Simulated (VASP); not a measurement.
# Sm (Im-3m) in VASP: notebook

The runs below take Sm through single point, with PBE.

Everything below comes from runs of VASP 6.6.1. Logs are shortened: lines on timing, memory, paths and dates and some standing lists are left out, and cuts for length are marked.

**1. The cell of the first run**

Symmetry: Im-3m, No. 229, cubic system. Conventional cell: a = 4.046 Å, b = 4.046 Å, c = 4.046 Å, α = 90.00°, β = 90.00°, γ = 90.00°. Within 4.6 Å of Sm (site symmetry m-3m) lie 14 Sm at 3.50 to 4.05 Å.

**2. Single point, PBE, collinear spin, ferromagnetic start**

INCAR reads:

```
PREC     = Accurate       # precision mode
ENCUT    = 520            # plane-wave cutoff, eV
EDIFF    = 1E-6           # SCF threshold, eV
ISMEAR   = 0              # smearing method
SIGMA    = 0.05           # smearing width, eV
LREAL    = False          # projectors in reciprocal space
LASPH    = True           # aspherical terms in the spheres
NELM     = 150            # most SCF steps
ALGO     = Normal         # electronic algorithm
ISIF     = 2              # what is computed and relaxed
LWAVE    = False          # write WAVECAR
LCHARG   = False          # write CHGCAR
ISPIN    = 2              # spin polarisation
MAGMOM   = 5              # initial moments
LORBIT   = 11             # projections on sites
LMAXMIX  = 6              # l up to which the mixer works
GGA      = PE             # functional
NBANDS   = 18             # bands
```

KPOINTS reads:

```
regular mesh
0
Gamma
  14 14 14
```

POSCAR reads:

```
Sm
1.0
   -2.0227879790      2.0227879790      2.0227879790
    2.0227879790     -2.0227879790      2.0227879790
    2.0227879790      2.0227879790     -2.0227879790
Sm
1
Direct
    0.0000000000      0.0000000000      0.0000000000
```

Potentials or basis: VASP PAW PBE potentials, release 64 (Sm).

On the command line:

```sh
$ cat potpaw_PBE.64/Sm/POTCAR > POTCAR
$ mpirun -np 1 vasp_std > vasp.out
```

OUTCAR:

```text
PREC = Accurate
   ENCUT = 520
   EDIFF = 1E-6
   ISMEAR = 0
   LREAL = False
   LASPH = True
   NELM = 150
   ISIF = 2
   ISPIN = 2
   LORBIT = 11
   GGA = PE

 ion  position               nearest neighbor table
   1  0.000  0.000  0.000-

  LATTYP: Found a body centered cubic cell.
 ALAT       =     4.0455759580

  Lattice vectors:

 A1 = (  -2.0227879790,   2.0227879790,   2.0227879790)
 A2 = (   2.0227879790,  -2.0227879790,   2.0227879790)
 A3 = (   2.0227879790,   2.0227879790,  -2.0227879790)

Analysis of symmetry for initial positions (statically):
=====================================================================
 Subroutine PRICEL returns:
 Original cell was already a primitive cell.

 Routine SETGRP: Setting up the symmetry group for a
 body centered cubic supercell.

 Subroutine GETGRP returns: Found 48 space group operations
 (whereof 48 operations were pure point group operations)
 out of a pool of 48 trial point group operations.

The static configuration has the point symmetry O_h .

Analysis of symmetry for dynamics (positions and initial velocities):
=====================================================================
 Subroutine PRICEL returns:
 Original cell was already a primitive cell.

 Routine SETGRP: Setting up the symmetry group for a
 body centered cubic supercell.

 Subroutine GETGRP returns: Found 48 space group operations
 (whereof 48 operations were pure point group operations)
 out of a pool of 48 trial point group operations.

The dynamic configuration has the point symmetry O_h .

Analysis of structural, dynamic, and magnetic symmetry:
=====================================================================
 Subroutine PRICEL returns:
 Original cell was already a primitive cell.

 Routine SETGRP: Setting up the symmetry group for a
 body centered cubic supercell.

 Subroutine GETGRP returns: Found 48 space group operations
 (whereof 48 operations were pure point group operations)
 out of a pool of 48 trial point group operations.

The overall configuration has the point symmetry O_h .

 Subroutine INISYM returns: Found 48 space group operations
 (whereof 48 operations are pure point group operations),
 and found     1 'primitive' translations

----------------------------------------------------------------------------------------

                                     Primitive cell

  volume of cell :      33.1063

  direct lattice vectors                    reciprocal lattice vectors
    -2.022787979  2.022787979  2.022787979     0.000000000  0.247183593  0.247183593
     2.022787979 -2.022787979  2.022787979     0.247183593  0.000000000  0.247183593
     2.022787979  2.022787979 -2.022787979     0.247183593  0.247183593  0.000000000

  length of vectors
     3.503571553  3.503571553  3.503571553     0.349570389  0.349570389  0.349570389

  position of ions in fractional coordinates (direct lattice)
     0.000000000  0.000000000  0.000000000

  ion indices of the primitive-cell ions
   primitive index   ion index
                 1           1

----------------------------------------------------------------------------------------

 KPOINTS: regular mesh

Automatic generation of k-mesh.
 Grid dimensions read from file:
 generate k-points for:   14   14   14

 Generating k-lattice:

  Cartesian coordinates                     Fractional coordinates (reciprocal lattice)
     0.000000000  0.017655971  0.017655971     0.071428571  0.000000000  0.000000000
     0.017655971  0.000000000  0.017655971     0.000000000  0.071428571  0.000000000
     0.017655971  0.017655971  0.000000000     0.000000000  0.000000000  0.071428571

  Length of vectors
     0.024969314  0.024969314  0.024969314

  Shift w.r.t. Gamma in fractional coordinates (k-lattice)
     0.000000000  0.000000000  0.000000000

 Subroutine IBZKPT returns following result:
 ===========================================

 Found    104 irreducible k-points:

 Following reciprocal coordinates:
            Coordinates               Weight
  0.000000  0.000000  0.000000      1.000000
  0.071429  0.000000  0.000000     12.000000
  0.142857  0.000000  0.000000     12.000000
  0.214286  0.000000  0.000000     12.000000
  0.285714  0.000000  0.000000     12.000000
  0.357143  0.000000  0.000000     12.000000
[... 16 lines left out ...]
  0.285714  0.285714  0.000000     24.000000
  0.357143  0.285714  0.000000     24.000000
 [... further k-points ...]
   k-points           NKPTS =    104   k-points in BZ     NKDIM =    104   number of bands    NBANDS=     18
   number of dos      NEDOS =    301   number of ions     NIONS =      1
   total plane-waves  NPLWV =  21952
   dimension x,y,z NGX =    28 NGY =   28 NGZ =   28
   dimension x,y,z NGXF=    56 NGYF=   56 NGZF=   56
   ions per type =               1
   NGX,Y,Z   is equivalent  to a cutoff of  13.29, 13.29, 13.29 a.u.
   NGXF,Y,Z  is equivalent  to a cutoff of  26.57, 26.57, 26.57 a.u.
 SYSTEM =  unknown system
   PREC   = accura    normal or accurate (medium, high low for compatibility)
   ISTART =      0    job   : 0-new  1-cont  2-samecut
   ICHARG =      2    charge: 1-file 2-atom 10-const
   ISPIN  =      2    spin polarized calculation?
   LNONCOLLINEAR =      F non collinear calculations
   LSORBIT =      F    spin-orbit coupling
   LASPH  =      T    aspherical Exc in radial PAW
   ENCUT  =  520.0 eV  38.22 Ry    6.18 a.u.   6.51  6.51  6.51*2*pi/ulx,y,z
   NELM   =    150;   NELMIN=  2; NELMDL= -5     # of ELM steps
   EDIFF  = 0.1E-05   stopping-criterion for ELM
   LREAL  =      F    real-space projection
   EDIFFG = 0.1E-04   stopping-criterion for IOM
   NSW    =      0    number of steps for IOM
   IBRION =     -1    ionic relax: 0-MD 1-quasi-New 2-CG
   NFREE  =      0    steps in history (QN), initial steepest desc. (CG)
   ISIF   =      2    stress and relaxation
   ISYM   =      2    0-nonsym 1-usesym 2-fastsym
   POTIM  = 0.5000    time-step for ionic-motion
   TEBEG  =    0.0;   TEEND  =   0.0 temperature during run
   PSTRESS=    0.0 pullay stress
   NELECT =      16.0000    total number of electrons
   NUPDOWN=      -1.0000    fix difference up-down
   EMIN   =  10.00;   EMAX   =-10.00  energy-range for DOS
   EFERMI =   0.00;   METHOD = LEGACY
   ISMEAR =     0;   SIGMA  =   0.05  broadening in eV -4-tet -1-fermi 0-gaus
   EFERMI_NEDOS =   21; number of points for ismear=-14 and -15
   IALGO  =     38    algorithm
   IMIX   =      4    mixing-type and parameters
     AMIX     =   0.40;   BMIX     =  1.00
     AMIX_MAG =   1.60;   BMIX_MAG =  1.00
  volume/ion in A,a.u.               =      33.11       223.41
  Fermi-wavevector in a.u.,A,eV,Ry     =   1.284728  2.427784 22.456764  1.650526
  Thomas-Fermi vector in A             =   2.416904
   LORBIT       =     11    0 simple, 1 ext, 2 COOP (PROOUT), +10 PAW based schemes
   GGA     = PE    functional components
   LHFCALC =     F    Hartree Fock is set to
   AEXX    =    0.0000 exact exchange contribution
   IVDW    =     0    specifies the selected vdW correction
   LEPSILON=     F    determine dielectric tensor
   LRPA    =     F    only Hartree local field effects (RPA)
 spin polarized calculation
 Gauss-broadening in eV      SIGMA  =   0.05
  energy-cutoff  :      520.00
  volume of cell :       33.11
 maximum number of plane-waves:       935
 NGX is ok and might be reduce to    28

 number of electron      16.0000001 magnetization       6.3872668

 Free energy of the ion-electron system (eV)
  ---------------------------------------------------
  ext. energy  EPLUGINS =         0.00000000
  ---------------------------------------------------
  free energy    TOTEN  =        -9.23118134 eV

  energy without entropy =       -9.21934930  energy(sigma->0) =       -9.22526532

 E-fermi :   3.1852     XC(G=0):  -9.8904

 val. band max:        3.1850864200   @ k =   0.4286   0.0714   0.0714
 cond. band min:       3.1860564773   @ k =   0.4286   0.0714  -0.0000
 fundamental gap:      0.0009700573
 Fermi energy:         3.1851538475

 spin component 1

 k-point     1 :       0.0000    0.0000    0.0000
  band No.  band energies     occupation
      1     -36.8308      1.00000
      2     -15.9284      1.00000
      3     -15.9284      1.00000
      4     -15.9284      1.00000
      5      -1.3087      1.00000
      6       2.9233      1.00000
[... 10 lines left out ...]
     17       7.3387      0.00000
     18      13.8432      0.00000

 k-point     2 :       0.0714    0.0000    0.0000
  band No.  band energies     occupation
      1     -36.8250      1.00000
      2     -15.9860      1.00000
      3     -15.9452      1.00000
      4     -15.9290      1.00000
      5      -1.1479      1.00000
      6       2.8999      1.00000
[... 10 lines left out ...]
     17       7.3495      0.00000
     18      14.0073      0.00000
[... 442 lines left out ...]
 k-point    24 :       0.3571    0.2857    0.0000
  band No.  band energies     occupation
      1     -36.6975      1.00000
      2     -16.7319      1.00000
      3     -16.5716      1.00000
      4     -16.0597      1.00000
      5       2.2357      1.00000
      6       2.6444      1.00000
[... 10 lines left out ...]
     17      10.8128      0.00000
     18      12.4314      0.00000

 [... further k-points ...]

 spin component 2

 k-point     1 :       0.0000    0.0000    0.0000
  band No.  band energies     occupation
      1     -34.1730      1.00000
      2     -13.8674      1.00000
      3     -13.8674      1.00000
      4     -13.8674      1.00000
      5      -0.1789      1.00000
      6       6.2294      0.00000
[... 10 lines left out ...]
     17       8.5115      0.00000
     18      15.1781      0.00000

 k-point     2 :       0.0714    0.0000    0.0000
  band No.  band energies     occupation
      1     -34.1660      1.00000
      2     -13.9343      1.00000
      3     -13.8865      1.00000
      4     -13.8682      1.00000
      5      -0.0109      1.00000
      6       5.9685      0.00000
[... 10 lines left out ...]
     17       8.5560      0.00000
     18      15.3261      0.00000
[... 442 lines left out ...]
 k-point    24 :       0.3571    0.2857    0.0000
  band No.  band energies     occupation
      1     -34.0137      1.00000
      2     -14.7877      1.00000
      3     -14.6046      1.00000
      4     -14.0183      1.00000
      5       3.4951      0.00000
      6       4.4023      0.00000
[... 10 lines left out ...]
     17      12.2932      0.00000
     18      13.8340      0.00000

 [... further k-points ...]
[... 5 lines left out ...]
  --------------------------------------------------------------------------------------
  -------------------------------------------------------------------------------------
  Total        0.6453897      0.6453897      0.6453897      0.0000000      0.0000000     -0.0000000
  in kB       31.2335612     31.2335612     31.2335612      0.0000000      0.0000000     -0.0000000
  external PRESSURE =      31.2335612 kB  Pullay stress =       0.0000000 kB

 VOLUME and BASIS-vectors are now :
 -----------------------------------------------------------------------------
  energy-cutoff  :      520.00
  volume of cell :       33.11
      direct lattice vectors                 reciprocal lattice vectors
    -2.022787979  2.022787979  2.022787979     0.000000000  0.247183593  0.247183593
     2.022787979 -2.022787979  2.022787979     0.247183593  0.000000000  0.247183593
     2.022787979  2.022787979 -2.022787979     0.247183593  0.247183593  0.000000000

 POSITION                                       TOTAL-FORCE (eV/Angst)
 -----------------------------------------------------------------------------------
      0.00000      0.00000      0.00000         0.000000     -0.000000     -0.000000
 -----------------------------------------------------------------------------------
    total drift:                                0.000000     -0.000000      0.000000

  FREE ENERGIE OF THE ION-ELECTRON SYSTEM (eV)
  ---------------------------------------------------
  free  energy   TOTEN  =        -9.2311813354 eV

  energy  without entropy=       -9.2193493029  energy(sigma->0) =       -9.22526532

 total charge

# of ion       s       p       d       f       tot
--------------------------------------------------
    1        2.083   5.609   0.470   5.510  13.671

 magnetization (x)

# of ion       s       p       d       f       tot
--------------------------------------------------
    1       -0.004  -0.061   0.214   5.502   5.651
```

Run time: 2.6 min. Hardware: 1 thread of AMD EPYC 7R13 (Zen 3), shared host; peak memory 0.23 GiB.

What came out:

```yaml
Free_energy: -9.2312 eV
Pressure: 3.1 GPa
Net_moment: 6.39 μB per cell
Site_moments: Sm +5.65 μB
Valence_electrons_inside_the_program's_atomic_spheres: Sm 13.67
```

Levels at points of the mesh, in eV from the Fermi level:
Spin up:
```tsv
k point	band 8	band 9	band 10	band 11	band 12	band 13	band 14	band 15
(0.00, 0.00, 0.00)	-0.26	-0.26	-0.20	-0.20	-0.20	1.89	1.89	1.89
(0.50, 0.00, 0.00)	-0.41	-0.20	-0.06	0.00	0.03	0.09	2.01	4.20
(0.50, 0.50, 0.50)	-0.40	-0.40	-0.40	0.12	0.12	0.12	6.56	6.56
```
Spin down:
| k point | band 2 | band 3 | band 4 | band 5 | band 6 | band 7 | band 8 | band 9 |
| --- | --- | --- | --- | --- | --- | --- | --- | --- |
| (0.00, 0.00, 0.00) | -17.05 | -17.05 | -17.05 | -3.36 | 3.04 | 3.04 | 3.04 | 3.17 |
| (0.50, 0.00, 0.00) | -18.25 | -17.42 | -17.07 | -1.03 | 1.18 | 2.75 | 3.21 | 3.69 |
| (0.50, 0.50, 0.50) | -17.86 | -17.86 | -17.86 | -0.81 | -0.81 | 3.59 | 3.66 | 3.66 |

Caveat: the magnetic or orbital state may not be the lowest; spin-orbit coupling is left out, which moves the levels of the heavy elements.

**3. Single point, PBE, collinear spin, antiferromagnetic start**

This run uses another cell than the first one: it holds 2 atoms, not 1.

INCAR reads:

```
SYSTEM = Sm
  PREC = Accurate
  ENCUT = 520
  EDIFF = 1E-6
  ISMEAR = 0
  SIGMA = 0.05
  LREAL = .FALSE.
  LASPH = .TRUE.
  NELM = 150
  ALGO = Normal
  ISIF = 2
  LWAVE = .FALSE.
  LCHARG = .TRUE.
  ISPIN = 2
  MAGMOM = 5 -5
  LORBIT = 11
  LMAXMIX = 6
  GGA = PE
  LELF = .TRUE.
  LVHAR = .TRUE.
  NBANDS = 27
```

KPOINTS reads:

```
regular mesh
0
G
  14 14 7
  0 0 0
```

POSCAR reads:

```
Sm
1.0
    0.0000000000      4.2831657496      0.0000000000
    4.2831657496      0.0000000000      0.0000000000
    4.2831657496      4.2831657496     -4.2831657496
Sm
2
Direct
    0.0000000000      0.0000000000      0.0000000000
    0.0000000000      0.0000000000      0.5000000000
```

Potentials or basis: VASP PAW PBE potentials, release 64 (Sm).

On the command line:

```sh
$ cat potpaw_PBE.64/Sm/POTCAR > POTCAR
$ mpirun -np 1 vasp_std > vasp.out
```

It took 6.7 min on 1 thread of AMD EPYC 7R13 (Zen 3), shared host; peak memory 0.37 GiB.

Results (log left out):

* Free energy: -18.3398 eV
* Pressure: 0.4 GPa
* Band gap on the k mesh: zero (filled and empty bands overlap)
* Net moment: 0.00 μB per cell
* Site moments: Sm +5.50, -5.50 μB
* Valence electrons inside the program's atomic spheres: Sm 13.61

Levels at points of the mesh, in eV from the Fermi level:
Spin up:
| k point | band 13 | band 14 | band 15 | band 16 | band 17 | band 18 | band 19 | band 20 |
| --- | --- | --- | --- | --- | --- | --- | --- | --- |
| (0.00, 0.00, 0.00) | -0.28 | -0.28 | -0.28 | -0.03 | -0.03 | -0.03 | 2.22 | 2.22 |
| (0.50, 0.00, 0.00) | -0.32 | -0.23 | -0.03 | -0.03 | 0.05 | 0.70 | 0.70 | 1.62 |
Spin down:
| k point | band 13 | band 14 | band 15 | band 16 | band 17 | band 18 | band 19 | band 20 |
| --- | --- | --- | --- | --- | --- | --- | --- | --- |
| (0.00, 0.00, 0.00) | -0.28 | -0.28 | -0.28 | -0.03 | -0.03 | -0.03 | 2.22 | 2.22 |
| (0.50, 0.00, 0.00) | -0.32 | -0.23 | -0.03 | -0.03 | 0.05 | 0.70 | 0.70 | 1.62 |

Caveat: the magnetic or orbital state may not be the lowest; spin-orbit coupling is left out, which moves the levels of the heavy elements. The state reached can hang on the start; a lower one may exist.
